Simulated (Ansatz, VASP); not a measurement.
## Ge: VASP beside Ansatz

```
CELL_PARAMETERS angstrom
4.95094 0.00000 0.00000
-2.47547 4.28764 0.00000
0.00000 0.00000 4.39506
ATOMIC_POSITIONS crystal
Ge 0.33333 0.66667 0.35293
Ge 0.66667 0.33333 0.35293
Ge 0.00000 0.00000 0.63559
Ge 0.00000 0.00000 0.15691
```

Alike in both runs: task relaxation of cell and atoms; functional PBE; k mesh 6 × 6 × 4; occupations gaussian, width 0.1 eV; no spin polarisation.

|  | VASP | Ansatz |
| --- | --- | --- |
| version | VASP 6.6.1 | Ansatz 0.2.0 |
| potentials or method | VASP PAW PBE potentials, release 64 (Ge_d), cutoff 600 eV | scalar-relativistic, plane waves, PAW |
| valence electrons in the cell | 56 | 56 |

VASP gave:

```
gap on the k mesh at the Fermi level, each at its own relaxed structure (eV) : none
relaxed volume (Å³/atom)                                                     : 24.50
relaxed cell length with the largest relative difference (Å)                 : 5.367
```

Task: Which values does Ansatz return?

Result: gap on the k mesh at the Fermi level, each at its own relaxed structure (eV): none; relaxed volume (Å³/atom): 24.46; relaxed cell length with the largest relative difference (Å): 5.362.

A gap of «none» marks a metal or a gap that the smearing closes.
